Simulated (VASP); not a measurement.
# Ru (P6_3/mmc) in VASP: notebook

Ru is run at these levels: r2SCAN; tasks: single point.

Everything below comes from runs of VASP 6.6.1. Logs are shortened: lines on timing, memory, paths and dates and some standing lists are left out, and cuts for length are marked.

### 1 The cell of the first run

It takes space group P6_3/mmc (No. 194, hexagonal). The conventional cell has a = 2.703 Å, b = 2.703 Å, c = 4.264 Å, α = 90.00°, β = 90.00°, γ = 120.00°. Within 3.5 Å of Ru (site symmetry -6m2) lie 12 Ru at 2.64 to 2.70 Å.

### 2 Single point, r2SCAN

POSCAR

```
Ru
1.0
    1.3514453965     -2.3407720905      0.0000000000
    1.3514453966      2.3407720905      0.0000000000
    0.0000000000      0.0000000000      4.2643690370
Ru
2
Direct
    0.6666666670      0.3333333330      0.2500000000
    0.3333333330      0.6666666670      0.7500000000
```

INCAR.step1

```
SYSTEM = Ru
  PREC = Accurate
  ENCUT = 520
  ISMEAR = -1
  SIGMA = 0.05
  LREAL = .False.
  LASPH = .True.
  NELM = 80
  NBANDS = 21
  GGA = PE
  ALGO = Normal
  EDIFF = 1E-4
  LWAVE = .True.
  LCHARG = .False.
```

INCAR.step2

```
SYSTEM = Ru
  PREC = Accurate
  ENCUT = 520
  EDIFF = 1E-6
  ISMEAR = -1
  SIGMA = 0.05
  LREAL = .False.
  LASPH = .True.
  NELM = 80
  ALGO = Normal
  ISIF = 2
  LWAVE = .False.
  LCHARG = .True.
  METAGGA = R2SCAN
  LMIXTAU = .True.
  LELF = .True.
  LVHAR = .True.
  NBANDS = 21
  ISTART = 1
```

KPOINTS

```
regular mesh
0
Gamma
  15 15 9
  0 0 0
```

Potentials or basis: VASP PAW PBE potentials, release 64 (Ru_pv).

Launch:

```sh
$ cat potpaw_PBE.64/Ru_pv/POTCAR > POTCAR
$ cp INCAR.step1 INCAR
$ mpirun -np 1 vasp_std > vasp.out
$ cp INCAR.step2 INCAR
$ mpirun -np 1 vasp_std > vasp.out
```

OUTCAR:

```text
SYSTEM = Ru
   PREC = Accurate
   ENCUT = 520
   EDIFF = 1E-6
   ISMEAR = -1
   LREAL = .False.
   LASPH = .True.
   NELM = 80
   ISIF = 2
   METAGGA = R2SCAN
   ISTART = 1

 ion  position               nearest neighbor table
   1  0.667  0.333  0.250-   2 2.64   2 2.64   2 2.64   2 2.64   2 2.64   2 2.64
   2  0.333  0.667  0.750-   1 2.64   1 2.64   1 2.64   1 2.64   1 2.64   1 2.64

  LATTYP: Found a hexagonal cell.
 ALAT       =     2.7028907931
 C/A-ratio  =     1.5777067456

  Lattice vectors:

 A1 = (   1.3514453965,  -2.3407720905,   0.0000000000)
 A2 = (   1.3514453966,   2.3407720905,   0.0000000000)
 A3 = (   0.0000000000,   0.0000000000,   4.2643690370)

Analysis of symmetry for initial positions (statically):
=====================================================================
 Subroutine PRICEL returns:
 Original cell was already a primitive cell.

 Routine SETGRP: Setting up the symmetry group for a
 hexagonal supercell.

 Subroutine GETGRP returns: Found 24 space group operations
 (whereof 12 operations were pure point group operations)
 out of a pool of 24 trial point group operations.

The static configuration has the point symmetry D_3d.
 The point group associated with its full space group is D_6h.

Analysis of symmetry for dynamics (positions and initial velocities):
=====================================================================
 Subroutine PRICEL returns:
 Original cell was already a primitive cell.

 Routine SETGRP: Setting up the symmetry group for a
 hexagonal supercell.

 Subroutine GETGRP returns: Found 24 space group operations
 (whereof 12 operations were pure point group operations)
 out of a pool of 24 trial point group operations.

The dynamic configuration has the point symmetry D_3d.
 The point group associated with its full space group is D_6h.

 Subroutine INISYM returns: Found 24 space group operations
 (whereof 12 operations are pure point group operations),
 and found     1 'primitive' translations

----------------------------------------------------------------------------------------

                                     Primitive cell

  volume of cell :      26.9800

  direct lattice vectors                    reciprocal lattice vectors
     1.351445396 -2.340772090  0.000000000     0.369974252 -0.213604734  0.000000000
     1.351445397  2.340772090  0.000000000     0.369974252  0.213604734  0.000000000
     0.000000000  0.000000000  4.264369037     0.000000000  0.000000000  0.234501281

  length of vectors
     2.702890793  2.702890793  4.264369037     0.427209468  0.427209468  0.234501281

  position of ions in fractional coordinates (direct lattice)
     0.666666667  0.333333333  0.250000000
     0.333333333  0.666666667  0.750000000

  ion indices of the primitive-cell ions
   primitive index   ion index
                 1           1
                 2           2

----------------------------------------------------------------------------------------

 KPOINTS: regular mesh

Automatic generation of k-mesh.
 Grid dimensions read from file:
 generate k-points for:   15   15    9

 Generating k-lattice:

  Cartesian coordinates                     Fractional coordinates (reciprocal lattice)
     0.024664950 -0.014240316  0.000000000     0.066666667  0.000000000  0.000000000
     0.024664950  0.014240316  0.000000000     0.000000000  0.066666667  0.000000000
     0.000000000  0.000000000  0.026055698     0.000000000  0.000000000  0.111111111

  Length of vectors
     0.028480631  0.028480631  0.026055698

  Shift w.r.t. Gamma in fractional coordinates (k-lattice)
     0.000000000  0.000000000  0.000000000

 Subroutine IBZKPT returns following result:
 ===========================================

 Found    135 irreducible k-points:

 Following reciprocal coordinates:
            Coordinates               Weight
  0.000000  0.000000  0.000000      1.000000
  0.066667  0.000000  0.000000      6.000000
  0.133333  0.000000  0.000000      6.000000
  0.200000  0.000000  0.000000      6.000000
  0.266667  0.000000  0.000000      6.000000
  0.333333  0.000000  0.000000      6.000000
[... 16 lines left out ...]
  0.333333  0.200000  0.000000     12.000000
  0.400000  0.200000  0.000000      6.000000
 [... further k-points ...]
   k-points           NKPTS =    135   k-points in BZ     NKDIM =    135   number of bands    NBANDS=     21
   number of dos      NEDOS =    301   number of ions     NIONS =      2
   total plane-waves  NPLWV =  12800
   dimension x,y,z NGX =    20 NGY =   20 NGZ =   32
   dimension x,y,z NGXF=    40 NGYF=   40 NGZF=   64
   ions per type =               2
   NGX,Y,Z   is equivalent  to a cutoff of  12.30, 12.30, 12.48 a.u.
   NGXF,Y,Z  is equivalent  to a cutoff of  24.60, 24.60, 24.95 a.u.
 SYSTEM =  Ru
   PREC   = accura    normal or accurate (medium, high low for compatibility)
   ISTART =      1    job   : 0-new  1-cont  2-samecut
   ICHARG =      0    charge: 1-file 2-atom 10-const
   ISPIN  =      1    spin polarized calculation?
   LNONCOLLINEAR =      F non collinear calculations
   LSORBIT =      F    spin-orbit coupling
   LASPH  =      T    aspherical Exc in radial PAW
   ENCUT  =  520.0 eV  38.22 Ry    6.18 a.u.   5.03  5.03  7.93*2*pi/ulx,y,z
   NELM   =     80;   NELMIN=  2; NELMDL=  0     # of ELM steps
   EDIFF  = 0.1E-05   stopping-criterion for ELM
   LREAL  =      F    real-space projection
   EDIFFG = 0.1E-04   stopping-criterion for IOM
   NSW    =      0    number of steps for IOM
   IBRION =     -1    ionic relax: 0-MD 1-quasi-New 2-CG
   NFREE  =      0    steps in history (QN), initial steepest desc. (CG)
   ISIF   =      2    stress and relaxation
   ISYM   =      2    0-nonsym 1-usesym 2-fastsym
   POTIM  = 0.5000    time-step for ionic-motion
   TEBEG  =    0.0;   TEEND  =   0.0 temperature during run
   PSTRESS=    0.0 pullay stress
   NELECT =      28.0000    total number of electrons
   NUPDOWN=      -1.0000    fix difference up-down
   EMIN   =  10.00;   EMAX   =-10.00  energy-range for DOS
   EFERMI =   0.00;   METHOD = LEGACY
   ISMEAR =    -1;   SIGMA  =   0.05  broadening in eV -4-tet -1-fermi 0-gaus
   EFERMI_NEDOS =   21; number of points for ismear=-14 and -15
   IALGO  =     38    algorithm
   IMIX   =      4    mixing-type and parameters
     AMIX     =   0.40;   BMIX     =  1.00
     AMIX_MAG =   1.60;   BMIX_MAG =  1.00
  volume/ion in A,a.u.               =      13.49        91.04
  Fermi-wavevector in a.u.,A,eV,Ry     =   1.657474  3.132172 37.378195  2.747220
  Thomas-Fermi vector in A             =   2.745221
   LORBIT       =      0    0 simple, 1 ext, 2 COOP (PROOUT), +10 PAW based schemes
   METAGGA = R2SCAN    functional components
   LHFCALC =     F    Hartree Fock is set to
   AEXX    =    0.0000 exact exchange contribution
   IVDW    =     0    specifies the selected vdW correction
   LEPSILON=     F    determine dielectric tensor
   LRPA    =     F    only Hartree local field effects (RPA)
 non-spin polarized calculation
  energy-cutoff  :      520.00
  volume of cell :       26.98
 maximum number of plane-waves:       741
 NGX is ok and might be reduce to    20
   NGX =  9   NGY =  9   NGZ = 15

 number of electron      28.0000004 magnetization

 Free energy of the ion-electron system (eV)
  ---------------------------------------------------
  ext. energy  EPLUGINS =         0.00000000
  ---------------------------------------------------
  free energy    TOTEN  =       -50.86646626 eV

  energy without entropy =      -50.85418937  energy(sigma->0) =      -50.86032782

 E-fermi :  12.8294     XC(G=0): -15.4543

 val. band max:       12.8282556081   @ k =   0.2667   0.2000   0.2222
 cond. band min:      12.8454535835   @ k =   0.4667   0.0667   0.3333
 fundamental gap:      0.0171979754
 Fermi energy:        12.8293938848

 k-point     1 :       0.0000    0.0000    0.0000
  band No.  band energies     occupation
      1     -32.2708      2.00000
      2     -31.2473      2.00000
      3     -31.2473      2.00000
      4     -31.0579      2.00000
      5     -31.0579      2.00000
      6     -31.0036      2.00000
[... 13 lines left out ...]
     20      21.2471      0.00000
     21      23.8009      0.00000

 k-point     2 :       0.0667    0.0000    0.0000
  band No.  band energies     occupation
      1     -32.2541      2.00000
      2     -31.2826      2.00000
      3     -31.2593      2.00000
      4     -31.0949      2.00000
      5     -31.0626      2.00000
      6     -31.0114      2.00000
[... 13 lines left out ...]
     20      21.2471      0.00000
     21      23.7741      0.00000

 k-point     3 :       0.1333    0.0000    0.0000
  band No.  band energies     occupation
      1     -32.2053      2.00000
      2     -31.3825      2.00000
      3     -31.2924      2.00000
      4     -31.1980      2.00000
      5     -31.0765      2.00000
      6     -31.0350      2.00000
[... 13 lines left out ...]
     20      21.2471      0.00000
     21      23.6877      0.00000

 k-point     4 :       0.2000    0.0000    0.0000
  band No.  band energies     occupation
      1     -32.1287      2.00000
      2     -31.5298      2.00000
      3     -31.3460      2.00000
      4     -31.3395      2.00000
      5     -31.0985      2.00000
      6     -31.0743      2.00000
[... 13 lines left out ...]
     20      21.2471      0.00000
     21      23.5461      0.00000

 k-point     5 :       0.2667    0.0000    0.0000
  band No.  band energies     occupation
      1     -32.0314      2.00000
      2     -31.6988      2.00000
      3     -31.5106      2.00000
      4     -31.3918      2.00000
      5     -31.1287      2.00000
      6     -31.1250      2.00000
[... 13 lines left out ...]
     20      21.2471      0.00000
     21      23.3851      0.00000
[... 382 lines left out ...]
     20      23.4294      0.00000
     21      23.6366      0.00000

 k-point    22 :       0.2667    0.2000    0.0000
  band No.  band energies     occupation
      1     -31.8796      2.00000
      2     -31.7921      2.00000
      3     -31.7823      2.00000
      4     -31.5222      2.00000
      5     -31.3191      2.00000
      6     -31.2861      2.00000
[... 13 lines left out ...]
     20      23.1611      0.00000
     21      24.4591      0.00000

 k-point    23 :       0.3333    0.2000    0.0000
  band No.  band energies     occupation
      1     -31.9544      2.00000
      2     -31.7824      2.00000
      3     -31.6982      2.00000
      4     -31.6035      2.00000
      5     -31.3591      2.00000
      6     -31.3573      2.00000
[... 13 lines left out ...]
     20      21.2533      0.00000
     21      23.7039      0.00000

 k-point    24 :       0.4000    0.2000    0.0000
  band No.  band energies     occupation
      1     -31.9804      2.00000
      2     -31.7720      2.00000
      3     -31.6525      2.00000
      4     -31.6433      2.00000
      5     -31.3974      2.00000
      6     -31.3704      2.00000
[... 13 lines left out ...]
     20      21.2472      0.00000
     21      23.3394      0.00000

 [... further k-points ...]
[... 5 lines left out ...]
  --------------------------------------------------------------------------------------
  -------------------------------------------------------------------------------------
  Total        0.2136729      0.2136729      0.3483961      0.0000000     -0.0000000      0.0000000
  in kB       12.6887147     12.6887147     20.6890940      0.0000000     -0.0000000      0.0000000
  external PRESSURE =      15.3555078 kB  Pullay stress =       0.0000000 kB

 VOLUME and BASIS-vectors are now :
 -----------------------------------------------------------------------------
  energy-cutoff  :      520.00
  volume of cell :       26.98
      direct lattice vectors                 reciprocal lattice vectors
     1.351445396 -2.340772090  0.000000000     0.369974252 -0.213604734  0.000000000
     1.351445397  2.340772090  0.000000000     0.369974252  0.213604734  0.000000000
     0.000000000  0.000000000  4.264369037     0.000000000  0.000000000  0.234501281

 POSITION                                       TOTAL-FORCE (eV/Angst)
 -----------------------------------------------------------------------------------
      1.35145     -0.78026      1.06609        -0.000000     -0.000000      0.000000
      1.35145      0.78026      3.19828         0.000000      0.000000      0.000000
 -----------------------------------------------------------------------------------
    total drift:                                0.000000      0.000001     -0.000000

  FREE ENERGIE OF THE ION-ELECTRON SYSTEM (eV)
  ---------------------------------------------------
  free  energy   TOTEN  =       -50.8664662603 eV

  energy  without entropy=      -50.8541893735  energy(sigma->0) =      -50.86032782
```

Wall time 2.6 min (1 thread of Intel Xeon Platinum 8259CL at 2.50GHz (Skylake/Cascade Lake), shared host); peak memory 0.18 GiB.

What came out:

| Property | Result |
| --- | --- |
| Free energy | -50.8665 eV |
| Pressure | 1.5 GPa |
| Band gap on the k mesh | zero (band 14 reaches 14.45 eV, above the bottom of band 15 at 11.24 eV) |

Stress tensor (GPa, compression positive):
```
1.27 0.00 0.00
0.00 1.27 0.00
0.00 0.00 2.07
```

Caveat: the PAW data sets were made with another functional, which shifts forces and pressure a little.

### 3 Single point, r2SCAN

POSCAR

```
Ru
1.0
    2.7028907931      0.0000000000      0.0000000000
   -1.3514453965      2.3407720905      0.0000000000
    0.0000000000      0.0000000000      4.2643690369
Ru
2
Direct
    0.3333333333      0.6666666667      0.2500000000
    0.6666666667      0.3333333333      0.7500000000
```

INCAR.step1

```
SYSTEM = Ru
PREC     = Accurate       ! precision mode
ENCUT    = 520            ! plane-wave cutoff, eV
ISMEAR   = -1             ! smearing method
SIGMA    = 0.05           ! smearing width, eV
LREAL    = .False.        ! projectors in reciprocal space
LASPH    = .True.         ! aspherical terms in the spheres
NELM     = 80             ! most SCF steps
NBANDS   = 21             ! bands
GGA      = PE             ! functional
ALGO     = Normal         ! electronic algorithm
EDIFF    = 1E-4           ! SCF threshold, eV
LWAVE    = .True.         ! write WAVECAR
LCHARG   = .False.        ! write CHGCAR
```

INCAR.step2

```
SYSTEM = Ru
PREC     = Accurate       ! precision mode
ENCUT    = 520            ! plane-wave cutoff, eV
EDIFF    = 1E-6           ! SCF threshold, eV
ISMEAR   = -1             ! smearing method
SIGMA    = 0.05           ! smearing width, eV
LREAL    = .False.        ! projectors in reciprocal space
LASPH    = .True.         ! aspherical terms in the spheres
NELM     = 80             ! most SCF steps
ALGO     = Normal         ! electronic algorithm
ISIF     = 2              ! what is computed and relaxed
LWAVE    = .False.        ! write WAVECAR
LCHARG   = .False.        ! write CHGCAR
METAGGA  = R2SCAN         ! meta-GGA
LMIXTAU  = .True.       
NBANDS   = 21             ! bands
ISTART   = 1
```

KPOINTS

```
Automatic mesh
0
Gamma
  19 19 10
  0 0 0
```

Potentials or basis: VASP PAW PBE potentials, release 64 (Ru_pv).

Launch:

```sh
$ cat potpaw_PBE.64/Ru_pv/POTCAR > POTCAR
$ cp INCAR.step1 INCAR
$ mpirun -np 1 vasp_std > vasp.out
$ cp INCAR.step2 INCAR
$ mpirun -np 1 vasp_std > vasp.out
```

Run time: 11 min. Hardware: 1 thread of Intel Xeon 8259CL, shared host; peak memory 0.22 GiB.

Results (log left out):

```yaml
Free_energy: -50.8636 eV
Pressure: 1.5 GPa
Band_gap_on_the_k_mesh: zero (band 14 reaches 14.35 eV, above the bottom of band 15 at 11.08 eV)
```

Stress tensor (GPa, compression positive):
```
1.49 0.00 0.00
0.00 1.49 0.00
0.00 0.00 1.64
```

Levels at points of the mesh, in eV from the Fermi level:
| k point | band 10 | band 11 | band 12 | band 13 | band 14 | band 15 | band 16 | band 17 | band 18 | band 19 |
| --- | --- | --- | --- | --- | --- | --- | --- | --- | --- | --- |
| (0.00, 0.00, 0.00) | -2.74 | -2.53 | -2.03 | -2.03 | -1.51 | -1.51 | 1.23 | 1.23 | 1.38 | 8.39 |
| (0.00, 0.00, 0.50) | -2.93 | -2.93 | -2.93 | -2.84 | -2.84 | 0.56 | 0.56 | 0.56 | 0.56 | 8.39 |

Caveat: the PAW data sets were made with another functional, which shifts forces and pressure a little.
